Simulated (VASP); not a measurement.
# LiF (Fm-3m) in VASP: notebook

The runs below take LiF through single point, relaxation of cell and atoms, with PBE.

Everything below comes from runs of VASP 6.6.1. Logs are shortened: lines on timing, memory, paths and dates and some standing lists are left out, and cuts for length are marked.

### 1 The cell of the first run

It takes space group Fm-3m (No. 225, cubic). Conventional cell: a = 3.981 Å, b = 3.981 Å, c = 3.981 Å, α = 90.00°, β = 90.00°, γ = 90.00°. Li (site symmetry m-3m) has 6 F at 1.99 Å within 2.6 Å. Within 2.6 Å of F (site symmetry m-3m) lie 6 Li at 1.99 Å.

### 2 Single point, PBE

INCAR

```
ALGO     = Normal         # electronic algorithm
EDIFF    = 1E-6           # SCF threshold, eV
ENCUT    = 750            # plane-wave cutoff, eV
GGA      = PE             # functional
GGA_COMPAT= False        
ISIF     = 2              # what is computed and relaxed
ISMEAR   = 0              # smearing method
LASPH    = True           # aspherical terms in the spheres
LCHARG   = False          # write CHGCAR
LREAL    = False          # projectors in reciprocal space
LWAVE    = False          # write WAVECAR
NBANDS   = 12             # bands
NELM     = 120            # most SCF steps
PREC     = Accurate       # precision mode
SIGMA    = 0.1            # smearing width, eV
```

KPOINTS

```
k-points
0
Gamma
  10 10 10
```

POSCAR

```
LiF
1.0
    0.0000000000      1.9905188515      1.9905188515
    1.9905188515      0.0000000000      1.9905188515
    1.9905188515      1.9905188515      0.0000000000
Li F
1 1
Direct
    0.0000000000      0.0000000000      0.0000000000
    0.5000000000      0.5000000000      0.5000000000
```

Potentials or basis: VASP PAW PBE potentials, release 64 (Li_sv, F).

Started as:

```bash
$ cat potpaw_PBE.64/Li_sv/POTCAR potpaw_PBE.64/F/POTCAR > POTCAR
$ mpirun -np 1 vasp_std > vasp.out
```

OUTCAR:

```text
EDIFF = 1E-6
   ENCUT = 750
   GGA = PE
   ISIF = 2
   ISMEAR = 0
   LASPH = True
   LREAL = False
   NELM = 120
   PREC = Accurate

 ion  position               nearest neighbor table
   1  0.000  0.000  0.000-   2 1.99   2 1.99   2 1.99   2 1.99   2 1.99   2 1.99
   2  0.500  0.500  0.500-   1 1.99   1 1.99   1 1.99   1 1.99   1 1.99   1 1.99

  LATTYP: Found a face centered cubic cell.
 ALAT       =     3.9810377030

  Lattice vectors:

 A1 = (   0.0000000000,   1.9905188515,   1.9905188515)
 A2 = (   1.9905188515,   0.0000000000,   1.9905188515)
 A3 = (   1.9905188515,   1.9905188515,   0.0000000000)

Analysis of symmetry for initial positions (statically):
=====================================================================
 Subroutine PRICEL returns:
 Original cell was already a primitive cell.

 Routine SETGRP: Setting up the symmetry group for a
 face centered cubic supercell.

 Subroutine GETGRP returns: Found 48 space group operations
 (whereof 48 operations were pure point group operations)
 out of a pool of 48 trial point group operations.

The static configuration has the point symmetry O_h .

Analysis of symmetry for dynamics (positions and initial velocities):
=====================================================================
 Subroutine PRICEL returns:
 Original cell was already a primitive cell.

 Routine SETGRP: Setting up the symmetry group for a
 face centered cubic supercell.

 Subroutine GETGRP returns: Found 48 space group operations
 (whereof 48 operations were pure point group operations)
 out of a pool of 48 trial point group operations.

The dynamic configuration has the point symmetry O_h .

 Subroutine INISYM returns: Found 48 space group operations
 (whereof 48 operations are pure point group operations),
 and found     1 'primitive' translations

----------------------------------------------------------------------------------------

                                     Primitive cell

  volume of cell :      15.7735

  direct lattice vectors                    reciprocal lattice vectors
     0.000000000  1.990518852  1.990518852    -0.251190789  0.251190789  0.251190789
     1.990518852  0.000000000  1.990518852     0.251190789 -0.251190789  0.251190789
     1.990518852  1.990518852  0.000000000     0.251190789  0.251190789 -0.251190789

  length of vectors
     2.815018756  2.815018756  2.815018756     0.435075208  0.435075208  0.435075208

  position of ions in fractional coordinates (direct lattice)
     0.000000000  0.000000000  0.000000000
     0.500000000  0.500000000  0.500000000

  ion indices of the primitive-cell ions
   primitive index   ion index
                 1           1
                 2           2

----------------------------------------------------------------------------------------

 KPOINTS: k-points

Automatic generation of k-mesh.
 Grid dimensions read from file:
 generate k-points for:   10   10   10

 Generating k-lattice:

  Cartesian coordinates                     Fractional coordinates (reciprocal lattice)
    -0.025119079  0.025119079  0.025119079     0.100000000  0.000000000  0.000000000
     0.025119079 -0.025119079  0.025119079     0.000000000  0.100000000  0.000000000
     0.025119079  0.025119079 -0.025119079     0.000000000  0.000000000  0.100000000

  Length of vectors
     0.043507521  0.043507521  0.043507521

  Shift w.r.t. Gamma in fractional coordinates (k-lattice)
     0.000000000  0.000000000  0.000000000

 Subroutine IBZKPT returns following result:
 ===========================================

 Found     47 irreducible k-points:

 Following reciprocal coordinates:
            Coordinates               Weight
  0.000000  0.000000  0.000000      1.000000
  0.100000  0.000000  0.000000      8.000000
  0.200000  0.000000  0.000000      8.000000
  0.300000  0.000000  0.000000      8.000000
  0.400000  0.000000  0.000000      8.000000
  0.500000  0.000000  0.000000      4.000000
[... 16 lines left out ...]
  0.300000  0.300000  0.000000      6.000000
  0.400000  0.300000  0.000000     24.000000
 [... further k-points ...]
   k-points           NKPTS =     47   k-points in BZ     NKDIM =     47   number of bands    NBANDS=     12
   number of dos      NEDOS =    301   number of ions     NIONS =      2
   total plane-waves  NPLWV =  21952
   dimension x,y,z NGX =    28 NGY =   28 NGZ =   28
   dimension x,y,z NGXF=    56 NGYF=   56 NGZF=   56
   ions per type =               1   1
   NGX,Y,Z   is equivalent  to a cutoff of  16.54, 16.54, 16.54 a.u.
   NGXF,Y,Z  is equivalent  to a cutoff of  33.07, 33.07, 33.07 a.u.
 SYSTEM =  unknown system
   PREC   = accura    normal or accurate (medium, high low for compatibility)
   ISTART =      0    job   : 0-new  1-cont  2-samecut
   ICHARG =      2    charge: 1-file 2-atom 10-const
   ISPIN  =      1    spin polarized calculation?
   LNONCOLLINEAR =      F non collinear calculations
   LSORBIT =      F    spin-orbit coupling
   LASPH  =      T    aspherical Exc in radial PAW
   ENCUT  =  750.0 eV  55.12 Ry    7.42 a.u.   6.29  6.29  6.29*2*pi/ulx,y,z
   NELM   =    120;   NELMIN=  2; NELMDL= -5     # of ELM steps
   EDIFF  = 0.1E-05   stopping-criterion for ELM
   LREAL  =      F    real-space projection
   EDIFFG = 0.1E-04   stopping-criterion for IOM
   NSW    =      0    number of steps for IOM
   IBRION =     -1    ionic relax: 0-MD 1-quasi-New 2-CG
   NFREE  =      0    steps in history (QN), initial steepest desc. (CG)
   ISIF   =      2    stress and relaxation
   ISYM   =      2    0-nonsym 1-usesym 2-fastsym
   POTIM  = 0.5000    time-step for ionic-motion
   TEBEG  =    0.0;   TEEND  =   0.0 temperature during run
   PSTRESS=    0.0 pullay stress
   NELECT =      10.0000    total number of electrons
   NUPDOWN=      -1.0000    fix difference up-down
   EMIN   =  10.00;   EMAX   =-10.00  energy-range for DOS
   EFERMI =   0.00;   METHOD = LEGACY
   ISMEAR =     0;   SIGMA  =   0.10  broadening in eV -4-tet -1-fermi 0-gaus
   EFERMI_NEDOS =   21; number of points for ismear=-14 and -15
   IALGO  =     38    algorithm
   IMIX   =      4    mixing-type and parameters
     AMIX     =   0.40;   BMIX     =  1.00
     AMIX_MAG =   1.60;   BMIX_MAG =  1.00
  volume/ion in A,a.u.               =       7.89        53.22
  Fermi-wavevector in a.u.,A,eV,Ry     =   1.406367  2.657647 26.910514  1.977867
  Thomas-Fermi vector in A             =   2.528734
   LORBIT       =      0    0 simple, 1 ext, 2 COOP (PROOUT), +10 PAW based schemes
   GGA     = PE    functional components
   LHFCALC =     F    Hartree Fock is set to
   AEXX    =    0.0000 exact exchange contribution
   IVDW    =     0    specifies the selected vdW correction
   LEPSILON=     F    determine dielectric tensor
   LRPA    =     F    only Hartree local field effects (RPA)
 non-spin polarized calculation
 Gauss-broadening in eV      SIGMA  =   0.10
  energy-cutoff  :      750.00
  volume of cell :       15.77
 maximum number of plane-waves:       754
 NGX is ok and might be reduce to    28
   NGX = 13   NGY = 13   NGZ = 13

 number of electron      10.0000003 magnetization

 Free energy of the ion-electron system (eV)
  ---------------------------------------------------
  ext. energy  EPLUGINS =         0.00000000
  ---------------------------------------------------
  free energy    TOTEN  =        -9.63091459 eV

  energy without entropy =       -9.63091459  energy(sigma->0) =       -9.63091459

 E-fermi :  -0.2778     XC(G=0): -10.1571

 val. band max:       -0.8113437172   @ k =   0.0000   0.0000   0.0000
 cond. band min:       8.5858634051   @ k =   0.0000   0.0000   0.0000
 fundamental gap:      9.3972071223
 Fermi energy:        -0.2778424889

 k-point     1 :       0.0000    0.0000    0.0000
  band No.  band energies     occupation
      1     -41.6416      2.00000
      2     -20.8822      2.00000
      3      -0.8113      2.00000
      4      -0.8113      2.00000
      5      -0.8113      2.00000
      6       8.5859      0.00000
      7      23.6303      0.00000
      8      23.6303      0.00000
      9      23.6303      0.00000
     10      23.8687      0.00000
     11      23.8687      0.00000
     12      23.8687      0.00000

 k-point     2 :       0.1000    0.0000    0.0000
  band No.  band energies     occupation
      1     -41.6351      2.00000
      2     -20.8410      2.00000
      3      -1.1105      2.00000
      4      -0.8356      2.00000
      5      -0.8356      2.00000
      6       8.8774      0.00000
      7      20.8140      0.00000
      8      22.3037      0.00000
      9      22.3037      0.00000
     10      24.9650      0.00000
     11      24.9650      0.00000
     12      25.0620      0.00000

 k-point     3 :       0.2000    0.0000    0.0000
  band No.  band energies     occupation
      1     -41.6181      2.00000
      2     -20.7305      2.00000
      3      -1.8283      2.00000
      4      -0.8977      2.00000
      5      -0.8977      2.00000
      6       9.5177      0.00000
      7      18.3153      0.00000
      8      20.7682      0.00000
      9      20.7682      0.00000
     10      26.0661      0.00000
     11      26.3383      0.00000
     12      26.3383      0.00000
[... 286 lines left out ...]
 k-point    23 :       0.3000    0.3000    0.0000
  band No.  band energies     occupation
      1     -41.5846      2.00000
      2     -20.4352      2.00000
      3      -2.7989      2.00000
      4      -1.5090      2.00000
      5      -1.5090      2.00000
      6      11.7809      0.00000
      7      17.3265      0.00000
      8      18.5920      0.00000
      9      19.9996      0.00000
     10      19.9996      0.00000
     11      34.3704      0.00000
     12      34.5057      0.00000

 k-point    24 :       0.4000    0.3000    0.0000
  band No.  band energies     occupation
      1     -41.5720      2.00000
      2     -20.3161      2.00000
      3      -3.2386      2.00000
      4      -1.7299      2.00000
      5      -1.6123      2.00000
      6      12.5998      0.00000
      7      16.2016      0.00000
      8      18.0967      0.00000
      9      19.7475      0.00000
     10      20.8155      0.00000
     11      33.9234      0.00000
     12      34.7382      0.00000

 [... further k-points ...]
[... 5 lines left out ...]
  --------------------------------------------------------------------------------------
  -------------------------------------------------------------------------------------
  Total        0.4165376      0.4165376      0.4165376      0.0000000      0.0000000      0.0000000
  in kB       42.3093020     42.3093020     42.3093020      0.0000000      0.0000000      0.0000000
  external PRESSURE =      42.3093020 kB  Pullay stress =       0.0000000 kB

 VOLUME and BASIS-vectors are now :
 -----------------------------------------------------------------------------
  energy-cutoff  :      750.00
  volume of cell :       15.77
      direct lattice vectors                 reciprocal lattice vectors
     0.000000000  1.990518852  1.990518852    -0.251190789  0.251190789  0.251190789
     1.990518852  0.000000000  1.990518852     0.251190789 -0.251190789  0.251190789
     1.990518852  1.990518852  0.000000000     0.251190789  0.251190789 -0.251190789

 POSITION                                       TOTAL-FORCE (eV/Angst)
 -----------------------------------------------------------------------------------
      0.00000      0.00000      0.00000         0.000000     -0.000000     -0.000000
      1.99052      1.99052      1.99052        -0.000000      0.000000      0.000000
 -----------------------------------------------------------------------------------
    total drift:                                0.000000      0.000000      0.000000

  FREE ENERGIE OF THE ION-ELECTRON SYSTEM (eV)
  ---------------------------------------------------
  free  energy   TOTEN  =        -9.6309145927 eV

  energy  without entropy=       -9.6309145927  energy(sigma->0) =       -9.63091459
```

Run time: 20 s. Hardware: 1 thread of Intel Xeon Platinum 8259CL at 2.50GHz (Skylake/Cascade Lake), shared host; peak memory 0.15 GiB.

What came out:

| Property | Result |
| --- | --- |
| Free energy | -9.6309 eV |
| Pressure | 4.2 GPa |
| Band gap on the k mesh | 9.40 eV |

Levels at points of the mesh, in eV from the valence-band top:
| k point | band 2 | band 3 | band 4 | band 5 | band 6 | band 7 | band 8 | band 9 |
| --- | --- | --- | --- | --- | --- | --- | --- | --- |
| (0.00, 0.00, 0.00) | -20.07 | 0.00 | 0.00 | 0.00 | 9.40 | 24.44 | 24.44 | 24.44 |
| (0.50, 0.00, 0.00) | -19.61 | -2.63 | -0.24 | -0.24 | 10.96 | 17.15 | 19.19 | 19.19 |
| (0.50, 0.50, 0.00) | -19.32 | -3.16 | -1.05 | -1.05 | 15.15 | 16.64 | 17.86 | 20.66 |

Caveat: the cell stands under pressure.

### 3 Single point, PBE

This run uses another cell than the first one, of 8.41 Å³/atom.

INCAR

```
PREC     = Accurate       # precision mode
ENCUT    = 750            # plane-wave cutoff, eV
EDIFF    = 1E-6           # SCF threshold, eV
ISMEAR   = 0              # smearing method
SIGMA    = 0.1            # smearing width, eV
LREAL    = False          # projectors in reciprocal space
LASPH    = True           # aspherical terms in the spheres
NELM     = 120            # most SCF steps
ALGO     = Normal         # electronic algorithm
ISIF     = 2              # what is computed and relaxed
LWAVE    = False          # write WAVECAR
LCHARG   = True           # write CHGCAR
GGA      = PE             # functional
LELF     = True           # ELF
LVHAR    = True         
NBANDS   = 12             # bands
GGA_COMPAT= False
```

KPOINTS

```
regular mesh
0
Gamma
  10 10 10
```

POSCAR

```
LiF
1.0
    0.0000000000      2.0335339297      2.0335339297
    2.0335339297      0.0000000000      2.0335339297
    2.0335339297      2.0335339297      0.0000000000
Li F
1 1
Direct
    0.0000000000      0.0000000000      0.0000000000
    0.5000000000      0.5000000000      0.5000000000
```

Potentials or basis: VASP PAW PBE potentials, release 64 (Li_sv, F).

Started as:

```bash
$ cat potpaw_PBE.64/Li_sv/POTCAR potpaw_PBE.64/F/POTCAR > POTCAR
$ mpirun -np 1 vasp_std > vasp.out
```

Run time: 25 s. Hardware: 1 thread of Intel Xeon Platinum 8259CL at 2.50GHz (Skylake/Cascade Lake), shared host; peak memory 0.15 GiB.

It converged, with:

| Item | Value |
| --- | --- |
| Free energy | -9.6451 eV |
| Pressure | -0.7 GPa |
| Band gap on the k mesh | 8.83 eV |

Levels at points of the mesh, in eV from the valence-band top:
```tsv
k point	band 3	band 4	band 5	band 6	band 7	band 8
(0.00, 0.00, 0.00)	0.00	0.00	0.00	8.83	23.59	23.59
(0.50, 0.00, 0.00)	-2.43	-0.22	-0.22	10.63	16.39	18.67
(0.50, 0.50, 0.00)	-2.88	-0.96	-0.96	14.54	16.34	17.08
```

A k mesh can miss the band edges. PBE gaps usually lie below the measured ones, often by a third to a half.

(Part 1 of 2 ends here.)
